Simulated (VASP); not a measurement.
# TiPt3 (Pm-3m) in VASP: further runs

The runs below take TiPt3 through relaxation of cell and atoms, with PBEsol.

Program: VASP 6.6.1. These are calculated values, not measurements. Logs are shortened: lines on timing, memory, paths and dates and some standing lists are left out, and cuts for length are marked.

## 1. The cell of the first run

The structure is cubic, space group Pm-3m (No. 221). Conventional cell: a = 3.834 Å, b = 3.834 Å, c = 3.834 Å, α = 90.00°, β = 90.00°, γ = 90.00°. Within 3.6 Å of Ti (site symmetry m-3m) lie 12 Pt at 2.71 Å. Pt (site symmetry 4/mmm) has 4 Ti at 2.71 Å and 8 Pt at 2.71 Å within 3.6 Å.

## 2. Relaxation of cell and atoms, PBEsol, target pressure 15 GPa, at which the enthalpy is minimised

Input file INCAR:

```
SYSTEM = TiPt3
ALGO     = Fast           ! electronic algorithm
EDIFF    = 1E-6           ! SCF threshold, eV
EDIFFG   = -0.008         ! ionic threshold
ENCUT    = 600            ! plane-wave cutoff, eV
GGA      = PS             ! functional
IBRION   = 2              ! ionic algorithm
ISIF     = 3              ! what is computed and relaxed
ISMEAR   = 0              ! smearing method
LASPH    = .True.         ! aspherical terms in the spheres
LCHARG   = .False.        ! write CHGCAR
LREAL    = .False.        ! projectors in reciprocal space
LWAVE    = .False.        ! write WAVECAR
NELM     = 80             ! most SCF steps
NSW      = 70             ! ionic steps
PREC     = Accurate       ! precision mode
PSTRESS  = 150.0        
SIGMA    = 0.1            ! smearing width, eV
```

Input file KPOINTS:

```
k-points
0
Gamma
  12 12 12
  0 0 0
```

Input file POSCAR:

```
TiPt3
1.0
    3.8338550953      0.0000000000      0.0000000000
    0.0000000000      3.8338550953      0.0000000000
    0.0000000000      0.0000000000      3.8338550953
Ti Pt
1 3
Direct
    0.0000000000      0.0000000000      0.0000000000
    0.0000000000      0.5000000000      0.5000000000
    0.5000000000      0.0000000000      0.5000000000
    0.5000000000      0.5000000000      0.0000000000
```

Potentials or basis: VASP PAW PBE potentials, release 64 (Ti_sv, Pt).

The run is started by

```bash
cat potpaw_PBE.64/Ti_sv/POTCAR potpaw_PBE.64/Pt/POTCAR > POTCAR
mpirun -np 1 vasp_std > vasp.out
```

OUTCAR:

```text
SYSTEM = TiPt3
   EDIFF = 1E-6
   EDIFFG = -0.008
   ENCUT = 600
   GGA = PS
   IBRION = 2
   ISIF = 3
   ISMEAR = 0
   LASPH = .True.
   LREAL = .False.
   NELM = 80
   NSW = 70
   PREC = Accurate
   PSTRESS = 150.0

 ion  position               nearest neighbor table
   1  0.000  0.000  0.000-   2 2.71   3 2.71   4 2.71   2 2.71   3 2.71   2 2.71   4 2.71   2 2.71
                             3 2.71   4 2.71   3 2.71   4 2.71
   2  0.000  0.500  0.500-   1 2.71   3 2.71   4 2.71   1 2.71   4 2.71   1 2.71   3 2.71   1 2.71
                             3 2.71   4 2.71   4 2.71   3 2.71
   3  0.500  0.000  0.500-   1 2.71   2 2.71   4 2.71   1 2.71   4 2.71   2 2.71   4 2.71   4 2.71
                             1 2.71   2 2.71   1 2.71   2 2.71
   4  0.500  0.500  0.000-   1 2.71   2 2.71   3 2.71   2 2.71   3 2.71   1 2.71   3 2.71   3 2.71
                             1 2.71   2 2.71   2 2.71   1 2.71

  LATTYP: Found a simple cubic cell.
 ALAT       =     3.8338550953

  Lattice vectors:

 A1 = (   3.8338550953,   0.0000000000,   0.0000000000)
 A2 = (   0.0000000000,   3.8338550953,   0.0000000000)
 A3 = (   0.0000000000,   0.0000000000,   3.8338550953)

Analysis of symmetry for initial positions (statically):
=====================================================================
 Subroutine PRICEL returns:
 Original cell was already a primitive cell.

 Routine SETGRP: Setting up the symmetry group for a
 simple cubic supercell.

 Subroutine GETGRP returns: Found 48 space group operations
 (whereof 48 operations were pure point group operations)
 out of a pool of 48 trial point group operations.

The static configuration has the point symmetry O_h .

Analysis of symmetry for dynamics (positions and initial velocities):
=====================================================================
 Subroutine PRICEL returns:
 Original cell was already a primitive cell.

 Routine SETGRP: Setting up the symmetry group for a
 simple cubic supercell.

 Subroutine GETGRP returns: Found 48 space group operations
 (whereof 48 operations were pure point group operations)
 out of a pool of 48 trial point group operations.

The dynamic configuration has the point symmetry O_h .

 Subroutine INISYM returns: Found 48 space group operations
 (whereof 48 operations are pure point group operations),
 and found     1 'primitive' translations

----------------------------------------------------------------------------------------

                                     Primitive cell

  volume of cell :      56.3517

  direct lattice vectors                    reciprocal lattice vectors
     3.833855095  0.000000000  0.000000000     0.260834063  0.000000000  0.000000000
     0.000000000  3.833855095  0.000000000     0.000000000  0.260834063  0.000000000
     0.000000000  0.000000000  3.833855095     0.000000000  0.000000000  0.260834063

  length of vectors
     3.833855095  3.833855095  3.833855095     0.260834063  0.260834063  0.260834063

  position of ions in fractional coordinates (direct lattice)
     0.000000000  0.000000000  0.000000000
     0.000000000  0.500000000  0.500000000
     0.500000000  0.000000000  0.500000000
     0.500000000  0.500000000  0.000000000

  ion indices of the primitive-cell ions
   primitive index   ion index
                 1           1
                 2           2
                 3           3
                 4           4

----------------------------------------------------------------------------------------

 KPOINTS: k-points

Automatic generation of k-mesh.
 Grid dimensions read from file:
 generate k-points for:   12   12   12

 Generating k-lattice:

  Cartesian coordinates                     Fractional coordinates (reciprocal lattice)
     0.021736172  0.000000000  0.000000000     0.083333333  0.000000000  0.000000000
     0.000000000  0.021736172  0.000000000     0.000000000  0.083333333  0.000000000
     0.000000000  0.000000000  0.021736172     0.000000000  0.000000000  0.083333333

  Length of vectors
     0.021736172  0.021736172  0.021736172

  Shift w.r.t. Gamma in fractional coordinates (k-lattice)
     0.000000000  0.000000000  0.000000000

 Subroutine IBZKPT returns following result:
 ===========================================

 Found     84 irreducible k-points:

 Following reciprocal coordinates:
            Coordinates               Weight
  0.000000  0.000000  0.000000      1.000000
  0.083333  0.000000  0.000000      6.000000
  0.166667  0.000000  0.000000      6.000000
  0.250000  0.000000  0.000000      6.000000
  0.333333  0.000000  0.000000      6.000000
  0.416667  0.000000  0.000000      6.000000
[... 16 lines left out ...]
  0.333333  0.333333  0.000000     12.000000
  0.416667  0.333333  0.000000     24.000000
 [... further k-points ...]
   k-points           NKPTS =     84   k-points in BZ     NKDIM =     84   number of bands    NBANDS=     25
   number of dos      NEDOS =    301   number of ions     NIONS =      4
   total plane-waves  NPLWV =  32768
   dimension x,y,z NGX =    32 NGY =   32 NGZ =   32
   dimension x,y,z NGXF=    64 NGYF=   64 NGZF=   64
   ions per type =               1   3
   NGX,Y,Z   is equivalent  to a cutoff of  13.88, 13.88, 13.88 a.u.
   NGXF,Y,Z  is equivalent  to a cutoff of  27.75, 27.75, 27.75 a.u.
 SYSTEM =  TiPt3
   PREC   = accura    normal or accurate (medium, high low for compatibility)
   ISTART =      0    job   : 0-new  1-cont  2-samecut
   ICHARG =      2    charge: 1-file 2-atom 10-const
   ISPIN  =      1    spin polarized calculation?
   LNONCOLLINEAR =      F non collinear calculations
   LSORBIT =      F    spin-orbit coupling
   LASPH  =      T    aspherical Exc in radial PAW
   ENCUT  =  600.0 eV  44.10 Ry    6.64 a.u.   7.66  7.66  7.66*2*pi/ulx,y,z
   NELM   =     80;   NELMIN=  2; NELMDL= -5     # of ELM steps
   EDIFF  = 0.1E-05   stopping-criterion for ELM
   LREAL  =      F    real-space projection
   EDIFFG = -.8E-02   stopping-criterion for IOM
   NSW    =     70    number of steps for IOM
   IBRION =      2    ionic relax: 0-MD 1-quasi-New 2-CG
   NFREE  =      1    steps in history (QN), initial steepest desc. (CG)
   ISIF   =      3    stress and relaxation
   ISYM   =      2    0-nonsym 1-usesym 2-fastsym
   POTIM  = 0.5000    time-step for ionic-motion
   TEBEG  =    0.0;   TEEND  =   0.0 temperature during run
   PSTRESS=  150.0 pullay stress
   NELECT =      42.0000    total number of electrons
   NUPDOWN=      -1.0000    fix difference up-down
   EMIN   =  10.00;   EMAX   =-10.00  energy-range for DOS
   EFERMI =   0.00;   METHOD = LEGACY
   ISMEAR =     0;   SIGMA  =   0.10  broadening in eV -4-tet -1-fermi 0-gaus
   EFERMI_NEDOS =   21; number of points for ismear=-14 and -15
   IALGO  =     68    algorithm
   IMIX   =      4    mixing-type and parameters
     AMIX     =   0.40;   BMIX     =  1.00
     AMIX_MAG =   1.60;   BMIX_MAG =  1.00
  volume/ion in A,a.u.               =      14.09        95.07
  Fermi-wavevector in a.u.,A,eV,Ry     =   1.484302  2.804924 29.975703  2.203152
  Thomas-Fermi vector in A             =   2.597856
   LORBIT       =      0    0 simple, 1 ext, 2 COOP (PROOUT), +10 PAW based schemes
   GGA     = PS    functional components
   LHFCALC =     F    Hartree Fock is set to
   AEXX    =    0.0000 exact exchange contribution
   IVDW    =     0    specifies the selected vdW correction
   LEPSILON=     F    determine dielectric tensor
   LRPA    =     F    only Hartree local field effects (RPA)
 conjugate gradient relaxation of ions
 non-spin polarized calculation
 RMM-DIIS sequential band-by-band and
 Gauss-broadening in eV      SIGMA  =   0.10
  energy-cutoff  :      600.00
  volume of cell :       56.35
 maximum number of plane-waves:      1924
 NGX is ok and might be reduce to    32
   NGX = 15   NGY = 15   NGZ = 15

--------------------------------------- Ionic step        1  -------------------------------------------

 number of electron      42.0000009 magnetization

 Free energy of the ion-electron system (eV)
  ---------------------------------------------------
  ext. energy  EPLUGINS =         0.00000000
  ---------------------------------------------------
  free energy    TOTEN  =       -32.63071728 eV

  energy without entropy =      -32.62609289  energy(sigma->0) =      -32.62840509

------------------------ aborting loop because EDIFF is reached ----------------------------------------

  FORCE on cell =-STRESS in cart. coord.  units (eV):
  Direction    XX          YY          ZZ          XY          YZ          ZX
  --------------------------------------------------------------------------------------
  -------------------------------------------------------------------------------------
  Total        5.3331331      5.3331331      5.3331331     -0.0000000      0.0000000      0.0000000
  in kB      151.6302756    151.6302756    151.6302756     -0.0000000      0.0000000      0.0000000
  external PRESSURE =       1.6302756 kB  Pullay stress =     150.0000000 kB

 VOLUME and BASIS-vectors are now :
 -----------------------------------------------------------------------------
  energy-cutoff  :      600.00
  volume of cell :       56.35
      direct lattice vectors                 reciprocal lattice vectors
     3.833855095  0.000000000  0.000000000     0.260834063  0.000000000  0.000000000
     0.000000000  3.833855095  0.000000000     0.000000000  0.260834063  0.000000000
     0.000000000  0.000000000  3.833855095     0.000000000  0.000000000  0.260834063
[... 50 lines left out ...]
  FREE ENERGIE OF THE ION-ELECTRON SYSTEM (eV)
  ---------------------------------------------------
  free  energy   TOTEN  =       -32.6415354754 eV

  energy  without entropy=      -32.6369066483  energy(sigma->0) =      -32.63922106

  enthalpy is  TOTEN    =       -27.3547892043 eV   P V=        5.2867462712

--------------------------------------- Ionic step        3  -------------------------------------------

 number of electron      42.0000009 magnetization

 Free energy of the ion-electron system (eV)
  ---------------------------------------------------
  ext. energy  EPLUGINS =         0.00000000
  ---------------------------------------------------
  free energy    TOTEN  =       -32.63321630 eV

  energy without entropy =      -32.62858975  energy(sigma->0) =      -32.63090303

 E-fermi :  12.5900     XC(G=0): -13.7060

 val. band max:       12.5822510160   @ k =   0.0833   0.0833   0.0000
 cond. band min:      12.5933686179   @ k =   0.4167   0.0833   0.0000
 fundamental gap:      0.0111176019
 Fermi energy:        12.5899566324

 k-point     1 :       0.0000    0.0000    0.0000
  band No.  band energies     occupation
      1     -45.2893      2.00000
      2     -21.6287      2.00000
      3     -21.6287      2.00000
      4     -21.6287      2.00000
      5       1.8268      2.00000
      6       4.6162      2.00000
[... 17 lines left out ...]
     24      14.1338      0.00000
     25      14.1338      0.00000
[... 621 lines left out ...]
      3     -21.6510      2.00000
      4     -21.6393      2.00000
      5       4.9010      2.00000
      6       6.0590      2.00000
[... 17 lines left out ...]
     24      13.3135      0.00000
     25      13.4285      0.00000

 [... further k-points ...]

------------------------ aborting loop because EDIFF is reached ----------------------------------------

  FORCE on cell =-STRESS in cart. coord.  units (eV):
  Direction    XX          YY          ZZ          XY          YZ          ZX
  --------------------------------------------------------------------------------------
  -------------------------------------------------------------------------------------
  Total        5.2708529      5.2708529      5.2708529      0.0000000      0.0000000      0.0000000
  in kB      149.7891648    149.7891648    149.7891648      0.0000000      0.0000000      0.0000000
  external PRESSURE =      -0.2108352 kB  Pullay stress =     150.0000000 kB

 VOLUME and BASIS-vectors are now :
 -----------------------------------------------------------------------------
  energy-cutoff  :      600.00
  volume of cell :       56.38
      direct lattice vectors                 reciprocal lattice vectors
     3.834455413  0.000000000  0.000000000     0.260793227  0.000000000  0.000000000
    -0.000000000  3.834455413  0.000000000    -0.000000000  0.260793227 -0.000000000
    -0.000000000  0.000000000  3.834455413    -0.000000000 -0.000000000  0.260793227

 POSITION                                       TOTAL-FORCE (eV/Angst)
 -----------------------------------------------------------------------------------
      0.00000      0.00000      0.00000        -0.000000     -0.000000      0.000000
     -0.00000      1.91723      1.91723         0.000000      0.000000      0.000000
      1.91723      0.00000      1.91723        -0.000000      0.000000      0.000000
      1.91723      1.91723      0.00000        -0.000000     -0.000000      0.000000
 -----------------------------------------------------------------------------------
    total drift:                                0.000000     -0.000000     -0.000000

  FREE ENERGIE OF THE ION-ELECTRON SYSTEM (eV)
  ---------------------------------------------------
  free  energy   TOTEN  =       -32.6332163025 eV

  energy  without entropy=      -32.6285897493  energy(sigma->0) =      -32.63090303

  enthalpy is  TOTEN    =       -27.3549444660 eV   P V=        5.2782718365

 reached required accuracy - stopping structural energy minimisation
```

Run time: 2.4 min. Hardware: 1 thread of Intel Xeon 6975P-C (Granite Rapids), shared host; peak memory 0.28 GiB.

What came out:

```
Free energy                                                : -32.6332 eV
Relaxed volume                                             : 14.09 Å³/atom
Relaxed cell                                               : a = 3.834 Å, b = 3.834 Å, c = 3.834 Å, α = 90.00°, β = 90.00°, γ = 90.00°
Space group after relaxing (to 0.1 Å)                      : Pm-3m (No. 221)
Energy change on relaxing (the run minimises the enthalpy) : -0.6 meV/atom
Ionic steps                                                : 3
Pressure after relaxing                                    : 15.0 GPa
Band gap on the k mesh                                     : zero (bands 21 and 22 overlap by 1.95 eV)
```

The path:
| step | energy change (eV) | largest force (eV/Å) | pressure (GPa) | volume (Å³) |
| --- | --- | --- | --- | --- |
| 1 | 0.0000 | 0.0000 | 15.16 | 56.35 |
| 2 | -0.0108 | 0.0000 | 14.49 | 56.47 |
| 3 | -0.0025 | 0.0000 | 14.98 | 56.38 |

Final structure:
```
CELL_PARAMETERS angstrom
3.83446 0.00000 0.00000
0.00000 3.83446 0.00000
0.00000 0.00000 3.83446
ATOMIC_POSITIONS crystal
Ti 0.00000 0.00000 0.00000
Pt 0.00000 0.50000 0.50000
Pt 0.50000 0.00000 0.50000
Pt 0.50000 0.50000 0.00000
```

Levels at points of the mesh, in eV from the Fermi level:
| k point | band 17 | band 18 | band 19 | band 20 | band 21 | band 22 | band 23 | band 24 | band 25 |
| --- | --- | --- | --- | --- | --- | --- | --- | --- | --- |
| (0.00, 0.00, 0.00) | -0.50 | 0.11 | 0.11 | 0.11 | 1.52 | 1.52 | 1.54 | 1.54 | 1.54 |
| (0.50, 0.00, 0.00) | -2.85 | -2.85 | -2.79 | -1.43 | -0.24 | -0.24 | 0.12 | 0.46 | 0.83 |
| (0.50, 0.50, 0.00) | -3.34 | -3.34 | -2.68 | -2.43 | -2.42 | 0.22 | 0.22 | 0.36 | 1.65 |
| (0.50, 0.50, 0.50) | -1.22 | -0.81 | -0.81 | -0.81 | -0.43 | -0.43 | -0.43 | 1.33 | 1.33 |

Caveat: the cell is relaxed towards a set pressure, so the run minimises the enthalpy, not the energy; the PAW data sets were made with another functional, which shifts forces and pressure a little; spin-orbit coupling is left out, which moves the levels of the heavy elements.

[end of part 1 of 2]

The gap in the log of VASP goes by the Fermi energy; the results here count the filled bands.